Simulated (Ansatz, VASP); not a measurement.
Al3Cu2: VASP beside Ansatz

```
Al Cu
1.0
     3.93464    0.00000    0.00000
    -1.96732    3.40750    0.00000
     0.00000    0.00000    4.98210
Al Cu
3 2
Direct
  0.00000 0.00000 0.00000
  0.33333 0.66667 0.35151
  0.66667 0.33333 0.64849
  0.33333 0.66667 0.84229
  0.66667 0.33333 0.15771
```

Change from the starting cell: strain -0.040 along x and y, +0.000 along z, atoms carried along.

Alike in both runs: task single point; functional PBEsol; k mesh 12 × 12 × 10; occupations gaussian, width 0.15 eV; no spin polarisation.

|  | VASP | Ansatz |
| --- | --- | --- |
| version | VASP 6.6.1 | Ansatz 0.2.0 |
| potentials or method | VASP PAW PBE potentials, release 64 (Al, Cu), cutoff 520 eV | scalar-relativistic, plane waves, PAW |
| valence electrons in the cell | 31 | 47 |

|  | VASP | Ansatz | Ansatz less VASP |
| --- | --- | --- | --- |
| gap on the k mesh at the Fermi level (eV) | none | none | - |
| pressure (GPa) | 11.6 | 11.4 | -0.28 |
| traceless stress, the component that is largest in VASP (GPa) | -6.26 | -6.31 | -0.048 |
| rms of the force components (eV/Å) | 0.054 | 0.052 | -0.0018 |

VASP's potentials were made for PBE, not for PBEsol. Atom by atom the forces differ by 0.002 eV/Å (rms over components). A gap of «none» marks a metal or a gap that the smearing closes. VASP's potentials hold 31 valence electrons a cell and Ansatz's 47, so a difference there can come from the potentials and not from the codes.
